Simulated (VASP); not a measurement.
# Cu4W (Im-3m) in VASP: further runs, part 2 of 2

VASP 6.6.1. The steps go on from the part before.

## Step 3: Relaxation of cell and atoms, PBE

This run uses another cell than the first one, of 17.99 Å³/atom, 1.287 times its volume.

The input, INCAR:

```
PREC     = Accurate       # precision mode
ENCUT    = 600            # plane-wave cutoff, eV
EDIFF    = 1E-7           # SCF threshold, eV
ISMEAR   = 0              # smearing method
SIGMA    = 0.1            # smearing width, eV
LREAL    = F              # projectors in reciprocal space
LASPH    = T              # aspherical terms in the spheres
NELM     = 100            # most SCF steps
ALGO     = Fast           # electronic algorithm
ISIF     = 3              # what is computed and relaxed
LWAVE    = F              # write WAVECAR
LCHARG   = F              # write CHGCAR
GGA      = PE             # functional
IBRION   = 2              # ionic algorithm
NSW      = 100            # ionic steps
EDIFFG   = -0.01          # ionic threshold
```

The input, KPOINTS:

```
regular mesh
0
Gamma
  10 10 10
```

The input, POSCAR:

```
Cu4W
1.0
   -2.8227075950      2.8227075950      2.8227075950
    2.8227075950     -2.8227075950      2.8227075950
    2.8227075950      2.8227075950     -2.8227075950
Cu W
4 1
Direct
    0.0000000000      0.0000000000      0.5000000000
    0.0000000000      0.5000000000      0.0000000000
    0.5000000000      0.0000000000      0.0000000000
    0.5000000000      0.5000000000      0.5000000000
    0.0000000000      0.0000000000      0.0000000000
```

Potentials or basis: VASP PAW PBE potentials, release 64 (Cu, W_sv).

On the command line:

```
$ cat potpaw_PBE.64/Cu/POTCAR potpaw_PBE.64/W_sv/POTCAR > POTCAR
$ mpirun -np 1 vasp_std > vasp.out
```

OUTCAR:

```text
PREC = Accurate
   ENCUT = 600
   EDIFF = 1E-7
   ISMEAR = 0
   LREAL = F
   LASPH = T
   NELM = 100
   ISIF = 3
   GGA = PE
   IBRION = 2
   NSW = 100
   EDIFFG = -0.01

 ion  position               nearest neighbor table
   1  0.000  0.000  0.500-   5 2.44   5 2.44
   2  0.000  0.500  0.000-   5 2.44   5 2.44
   3  0.500  0.000  0.000-   5 2.44   5 2.44
   4  0.500  0.500  0.500-   5 2.44   5 2.44
   5  0.000  0.000  0.000-   1 2.44   2 2.44   3 2.44   4 2.44   1 2.44   2 2.44   3 2.44   4 2.44

  LATTYP: Found a body centered cubic cell.
 ALAT       =     5.6454151900

  Lattice vectors:

 A1 = (  -2.8227075950,   2.8227075950,   2.8227075950)
 A2 = (   2.8227075950,  -2.8227075950,   2.8227075950)
 A3 = (   2.8227075950,   2.8227075950,  -2.8227075950)

Analysis of symmetry for initial positions (statically):
=====================================================================
 Subroutine PRICEL returns:
 Original cell was already a primitive cell.

 Routine SETGRP: Setting up the symmetry group for a
 body centered cubic supercell.

 Subroutine GETGRP returns: Found 48 space group operations
 (whereof 48 operations were pure point group operations)
 out of a pool of 48 trial point group operations.

The static configuration has the point symmetry O_h .

Analysis of symmetry for dynamics (positions and initial velocities):
=====================================================================
 Subroutine PRICEL returns:
 Original cell was already a primitive cell.

 Routine SETGRP: Setting up the symmetry group for a
 body centered cubic supercell.

 Subroutine GETGRP returns: Found 48 space group operations
 (whereof 48 operations were pure point group operations)
 out of a pool of 48 trial point group operations.

The dynamic configuration has the point symmetry O_h .

 Subroutine INISYM returns: Found 48 space group operations
 (whereof 48 operations are pure point group operations),
 and found     1 'primitive' translations

----------------------------------------------------------------------------------------

                                     Primitive cell

  volume of cell :      89.9617

  direct lattice vectors                    reciprocal lattice vectors
    -2.822707595  2.822707595  2.822707595     0.000000000  0.177134890  0.177134890
     2.822707595 -2.822707595  2.822707595     0.177134890  0.000000000  0.177134890
     2.822707595  2.822707595 -2.822707595     0.177134890  0.177134890  0.000000000

  length of vectors
     4.889072969  4.889072969  4.889072969     0.250506564  0.250506564  0.250506564

  position of ions in fractional coordinates (direct lattice)
     0.000000000  0.000000000  0.500000000
     0.000000000  0.500000000  0.000000000
     0.500000000  0.000000000  0.000000000
     0.500000000  0.500000000  0.500000000
     0.000000000  0.000000000  0.000000000

  ion indices of the primitive-cell ions
   primitive index   ion index
                 1           1
                 2           2
                 3           3
                 4           4
                 5           5

[... 29 lines left out ...]
  0.100000  0.000000  0.000000     12.000000
  0.200000  0.000000  0.000000     12.000000
  0.300000  0.000000  0.000000     12.000000
  0.400000  0.000000  0.000000     12.000000
  0.500000  0.000000  0.000000      6.000000
[... 16 lines left out ...]
  0.300000  0.300000  0.100000      8.000000
 -0.300000  0.300000  0.100000     24.000000
 [... further k-points ...]
   k-points           NKPTS =     47   k-points in BZ     NKDIM =     47   number of bands    NBANDS=     34
   number of dos      NEDOS =    301   number of ions     NIONS =      5
   total plane-waves  NPLWV =  64000
   dimension x,y,z NGX =    40 NGY =   40 NGZ =   40
   dimension x,y,z NGXF=    80 NGYF=   80 NGZF=   80
   ions per type =               4   1
   NGX,Y,Z   is equivalent  to a cutoff of  13.60, 13.60, 13.60 a.u.
   NGXF,Y,Z  is equivalent  to a cutoff of  27.20, 27.20, 27.20 a.u.
 SYSTEM =  unknown system
   PREC   = accura    normal or accurate (medium, high low for compatibility)
   ISTART =      0    job   : 0-new  1-cont  2-samecut
   ICHARG =      2    charge: 1-file 2-atom 10-const
   ISPIN  =      1    spin polarized calculation?
   LNONCOLLINEAR =      F non collinear calculations
   LSORBIT =      F    spin-orbit coupling
   LASPH  =      T    aspherical Exc in radial PAW
   ENCUT  =  600.0 eV  44.10 Ry    6.64 a.u.   9.76  9.76  9.76*2*pi/ulx,y,z
   NELM   =    100;   NELMIN=  2; NELMDL= -5     # of ELM steps
   EDIFF  = 0.1E-06   stopping-criterion for ELM
   LREAL  =      F    real-space projection
   EDIFFG = -.1E-01   stopping-criterion for IOM
   NSW    =    100    number of steps for IOM
   IBRION =      2    ionic relax: 0-MD 1-quasi-New 2-CG
   NFREE  =      1    steps in history (QN), initial steepest desc. (CG)
   ISIF   =      3    stress and relaxation
   ISYM   =      2    0-nonsym 1-usesym 2-fastsym
   POTIM  = 0.5000    time-step for ionic-motion
   TEBEG  =    0.0;   TEEND  =   0.0 temperature during run
   PSTRESS=    0.0 pullay stress
   NELECT =      58.0000    total number of electrons
   NUPDOWN=      -1.0000    fix difference up-down
   EMIN   =  10.00;   EMAX   =-10.00  energy-range for DOS
   EFERMI =   0.00;   METHOD = LEGACY
   ISMEAR =     0;   SIGMA  =   0.10  broadening in eV -4-tet -1-fermi 0-gaus
   EFERMI_NEDOS =   21; number of points for ismear=-14 and -15
   IALGO  =     68    algorithm
   IMIX   =      4    mixing-type and parameters
     AMIX     =   0.40;   BMIX     =  1.00
     AMIX_MAG =   1.60;   BMIX_MAG =  1.00
  volume/ion in A,a.u.               =      17.99       121.42
  Fermi-wavevector in a.u.,A,eV,Ry     =   1.414268  2.672578 27.213733  2.000153
  Thomas-Fermi vector in A             =   2.535827
   LORBIT       =      0    0 simple, 1 ext, 2 COOP (PROOUT), +10 PAW based schemes
   GGA     = PE    functional components
   LHFCALC =     F    Hartree Fock is set to
   AEXX    =    0.0000 exact exchange contribution
   IVDW    =     0    specifies the selected vdW correction
   LEPSILON=     F    determine dielectric tensor
   LRPA    =     F    only Hartree local field effects (RPA)
 conjugate gradient relaxation of ions
 non-spin polarized calculation
 RMM-DIIS sequential band-by-band and
 Gauss-broadening in eV      SIGMA  =   0.10
  energy-cutoff  :      600.00
  volume of cell :       89.96
 maximum number of plane-waves:      3043
   NGX = 19   NGY = 19   NGZ = 19

--------------------------------------- Ionic step        1  -------------------------------------------

 number of electron      57.9999954 magnetization

 Free energy of the ion-electron system (eV)
  ---------------------------------------------------
  ext. energy  EPLUGINS =         0.00000000
  ---------------------------------------------------
  free energy    TOTEN  =       -21.44702017 eV

  energy without entropy =      -21.41952614  energy(sigma->0) =      -21.43327316

------------------------ aborting loop because EDIFF is reached ----------------------------------------

  FORCE on cell =-STRESS in cart. coord.  units (eV):
  Direction    XX          YY          ZZ          XY          YZ          ZX
  --------------------------------------------------------------------------------------
  -------------------------------------------------------------------------------------
  Total        0.4830593      0.4830593      0.4830593     -0.0000000     -0.0000000     -0.0000000
  in kB        8.6030688      8.6030688      8.6030688     -0.0000000     -0.0000000     -0.0000000
  external PRESSURE =       8.6030688 kB  Pullay stress =       0.0000000 kB
[... 65 lines left out ...]
--------------------------------------- Ionic step        3  -------------------------------------------

 number of electron      57.9999941 magnetization

 Free energy of the ion-electron system (eV)
  ---------------------------------------------------
  ext. energy  EPLUGINS =         0.00000000
  ---------------------------------------------------
  free energy    TOTEN  =       -21.44941032 eV

  energy without entropy =      -21.42177466  energy(sigma->0) =      -21.43559249

 E-fermi :   4.5592     XC(G=0): -10.7012

 val. band max:        4.5572800767   @ k =  -0.3000   0.5000   0.1000
 cond. band min:       4.5684209214   @ k =   0.2000   0.1000   0.1000
 fundamental gap:      0.0111408447
 Fermi energy:         4.5591582191

 k-point     1 :       0.0000    0.0000    0.0000
  band No.  band energies     occupation
      1     -69.3191      2.00000
      2     -33.5839      2.00000
      3     -33.5839      2.00000
      4     -33.5839      2.00000
      5      -2.8352      2.00000
      6      -0.2056      2.00000
[... 877 lines left out ...]
     33       6.4461      0.00000
     34       8.4222      0.00000

 [... further k-points ...]
[... 5 lines left out ...]
  --------------------------------------------------------------------------------------
  -------------------------------------------------------------------------------------
  Total        0.0008646      0.0008646      0.0008646      0.0000000     -0.0000000      0.0000000
  in kB        0.0152473      0.0152473      0.0152473      0.0000000     -0.0000000      0.0000000
  external PRESSURE =       0.0152473 kB  Pullay stress =       0.0000000 kB
[... 20 lines left out ...]
  FREE ENERGIE OF THE ION-ELECTRON SYSTEM (eV)
  ---------------------------------------------------
  free  energy   TOTEN  =       -21.4494103189 eV

  energy  without entropy=      -21.4217746609  energy(sigma->0) =      -21.43559249

 reached required accuracy - stopping structural energy minimisation
```

It took 9.1 min on 1 thread of Intel Xeon Platinum 8375C at 2.90GHz (Ice Lake), shared host; peak memory 0.35 GiB.

Results:

```
Free energy                            : -21.4494 eV
Relaxed volume                         : 18.17 Å³/atom
Relaxed cell                           : a = 4.905 Å, b = 4.905 Å, c = 4.905 Å, α = 109.47°, β = 109.47°, γ = 109.47°
Space group after relaxing (to 0.05 Å) : Im-3m (No. 229)
Energy gained by relaxing              : 0.5 meV/atom
Ionic steps                            : 3
Pressure after relaxing                : 0.0 GPa
Band gap on the k mesh                 : zero (band 29 reaches 5.83 eV, above the bottom of band 30 at 3.34 eV)
```

Step by step:
| step | energy change (eV) | largest force (eV/Å) | pressure (GPa) | volume (Å³) |
| --- | --- | --- | --- | --- |
| 1 | 0.0000 | 0.0000 | 0.86 | 89.96 |
| 2 | -0.0019 | 0.0000 | -0.36 | 91.23 |
| 3 | -0.0024 | 0.0000 | 0.00 | 90.85 |

Final structure:
```xyz
5
Lattice="-2.8319 2.8319 2.8319 2.8319 -2.8319 2.8319 2.8319 2.8319 -2.8319" Properties=species:S:1:pos:R:3 pbc="T T T"
Cu    1.4160    1.4160   -1.4160
Cu    1.4160   -1.4160    1.4160
Cu   -1.4160    1.4160    1.4160
Cu    1.4160    1.4160    1.4160
W     0.0000    0.0000    0.0000
```

Levels at points of the mesh, in eV from the Fermi level:
```tsv
k point	band 25	band 26	band 27	band 28	band 29	band 30	band 31	band 32	band 33	band 34
(0.00, 0.00, 0.00)	-2.00	0.27	0.27	0.27	1.27	1.27	2.01	2.01	2.01	2.94
(0.50, 0.00, 0.00)	-2.28	-2.27	-1.49	-0.79	-0.25	0.48	0.65	0.69	1.75	4.58
(0.50, 0.50, 0.50)	-2.31	-1.93	-1.93	-1.22	-1.22	-1.22	-0.46	-0.46	-0.46	3.22
```

Caveat: spin-orbit coupling is left out, which moves the levels of the heavy elements.
